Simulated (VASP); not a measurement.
TiO2: single point with PBE

The system is TiO2.

```xyz
6
Lattice="4.5659 0.0000 0.0000 0.0000 4.5659 0.0000 0.0000 0.0000 2.9144" Properties=species:S:1:pos:R:3 pbc="T T T"
Ti    0.0000    0.0000    0.0457
Ti    2.2829    2.2829    1.5029
O     1.3930    1.3930   -0.0684
O     0.8899    3.6760    1.3887
O     3.1728    3.1728   -0.0684
O     3.6760    0.8899    1.3887
```

This cell differs from its parent crystal: atoms displaced along a vibrational mode, the cell strained.

```yaml
Program: VASP 6.6.1
Task: single point
Functional: PBE
Potentials_or_basis: VASP PAW PBE potentials, release 64 (Ti_sv, O)
Cutoff: 520 eV
k_mesh: 6 × 6 × 10
Occupations: gaussian, width 0.05 eV
Spin: no spin polarisation
```

```json
{
  "Pressure": "15.6 GPa",
  "Largest force": "0.547 eV/Å",
  "Band gap on the k mesh": "2.17 eV (least direct gap 2.36 eV)"
}
```

Forces in eV/Å, atoms in the order of the input:
```
Ti   0.000  0.000 -0.461
Ti   0.000  0.000 -0.461
O   -0.351 -0.351  0.230
O    0.351 -0.351  0.230
O    0.351  0.351  0.230
O   -0.351  0.351  0.230
```

Stress tensor (GPa, compression positive):
```
13.99  0.00  0.00
 0.00 13.99  0.00
 0.00  0.00 18.87
```

Levels at points of the mesh, in eV from the valence-band top:
```
           k point  band 21  band 22  band 23  band 24  band 25  band 26  band 27  band 28
(0.00, 0.00, 0.00)    -0.84    -0.54    -0.54     0.00     2.36     2.55     2.72     2.96
(0.50, 0.00, 0.00)    -1.52    -1.52    -0.74    -0.74     2.59     2.59     3.61     3.61
(0.50, 0.50, 0.00)    -1.37    -1.37    -1.10    -1.10     2.36     2.36     2.93     2.93
(0.00, 0.00, 0.50)    -2.39    -2.39    -1.37    -1.37     3.25     3.25     3.58     3.58
(0.50, 0.00, 0.50)    -1.99    -1.99    -1.06    -1.06     2.18     2.18     3.60     3.60
(0.50, 0.50, 0.50)    -1.53    -1.03    -0.61    -0.61     2.46     3.28     3.50     3.50
```

Wall time 100 s on 1 thread of Intel(R) Xeon(R) Platinum 8375C CPU @ 2.90GHz (Ice Lake) (shared host), peak memory 0.23 GiB.

Caveat: the cell differs from its parent crystal (atoms displaced along a vibrational mode, the cell strained); the cell stands under pressure. A k mesh can miss the band edges.
